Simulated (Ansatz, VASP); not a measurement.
# SrO: VASP beside Ansatz

The input INCAR:

```
  PREC = Accurate
  ENCUT = 600
  EDIFF = 1E-6
  ISMEAR = -1
  SIGMA = 0.05
  LREAL = F
  LASPH = T
  NELM = 100
  ALGO = Normal
  ISIF = 3
  LWAVE = F
  LCHARG = F
  GGA = B5
  ALDAX = 1.0
  AGGAX = 1.0
  AGGAC = 1.0
  ALDAC = 0.0
  IBRION = 2
  NSW = 60
  EDIFFG = -0.01
```

KPOINTS

```
regular mesh
0
Gamma
  9 9 9
```

The input POSCAR:

```
SrO
1.0
    0.0000000000      2.5663000000      2.5663000000
    2.5663000000      0.0000000000      2.5663000000
    2.5663000000      2.5663000000      0.0000000000
Sr O
1 1
Direct
    0.5000000000      0.5000000000      0.5000000000
    0.0000000000      0.0000000000      0.0000000000
```

input.yaml

```yaml
crystal:
  lattice:
    - [0.0, 2.5663, 2.5663]
    - [2.5663, 0.0, 2.5663]
    - [2.5663, 2.5663, 0.0]
  atoms:
    - { symbol: Sr, position: [0.5, 0.5, 0.5] }
    - { symbol: O, position: [0.0, 0.0, 0.0] }
hamiltonian:
  xc: blyp
  pseudopotentials: { kind: paw }
kpoints:
  mp_grid: { grid: [9, 9, 9] }
scf:
  occupations: { method: fermi_dirac, width: 0.05 }
output:
  forces: true
  stress: true
relax:
  f_tol: 0.01
  max_steps: 40
  cell: { stress_tol: 0.05 }
```

Alike in both runs: task relaxation of cell and atoms; functional BLYP; k mesh 9 × 9 × 9; occupations fermi-dirac, width 0.05 eV; no spin polarisation.

|  | VASP | Ansatz |
| --- | --- | --- |
| version | VASP 6.6.1 | Ansatz 0.2.0 |
| potentials or method | VASP PAW PBE potentials, release 64 (Sr_sv, O) | Ansatz PAW |
| plane-wave cutoff (eV) | 600 | 420 |
| valence electrons in the cell | 16 | 16 |

```csv
,VASP,Ansatz,Ansatz less VASP
relaxed volume (Å³/atom),18.16,18.06,-0.101
relaxed cell length with the largest relative difference (Å),3.717,3.710,-0.0069
```

VASP's potentials were made for PBE, not for BLYP.

Noted on Ansatz's run: odd divisions of the mesh miss points on the zone boundary, where band edges often lie, so the gap on the mesh can be too wide; the plane-wave basis is chosen anew once the cell has moved, so the energies of steps on either side of that aren't comparable.
